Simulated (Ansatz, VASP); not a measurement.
Two plane-wave programs on BeZn3Te4

```
Be Zn Te
1.0
     6.04827    0.00000    0.00000
     0.00000    6.04827    0.00000
     0.00000    0.00000    6.04827
Be Zn Te
1 3 4
Direct
  0.50000 0.50000 0.50000
  0.00000 0.00000 0.50000
  0.00000 0.50000 0.00000
  0.50000 0.00000 0.00000
  0.26230 0.26230 0.26230
  0.26230 0.73770 0.73770
  0.73770 0.26230 0.73770
  0.73770 0.73770 0.26230
```

Alike in both runs: task relaxation of cell and atoms; functional PBE; k mesh 6 × 6 × 6; occupations gaussian, width 0.02 eV; no spin polarisation.

|  | VASP | Ansatz |
| --- | --- | --- |
| version | VASP 6.6.1 | Ansatz 0.2.0 |
| potentials or method | VASP PAW PBE potentials, release 64 (Be, Zn, Te), cutoff 600 eV | scalar-relativistic, plane waves, PAW |
| valence electrons in the cell | 62 | 102 |

|  | VASP | Ansatz | Ansatz less VASP |
| --- | --- | --- | --- |
| gap on the k mesh at the Fermi level, each at its own relaxed structure (eV) | 1.60 | 1.62 | +0.015 |
| relaxed volume (Å³/atom) | 27.74 | 27.66 | -0.080 |
| relaxed cell length with the largest relative difference (Å) | 6.054 | 6.048 | -0.0058 |

VASP's potentials hold 62 valence electrons a cell and Ansatz's 102, so a difference there can come from the potentials and not from the codes.

Spin-orbit coupling is off throughout.
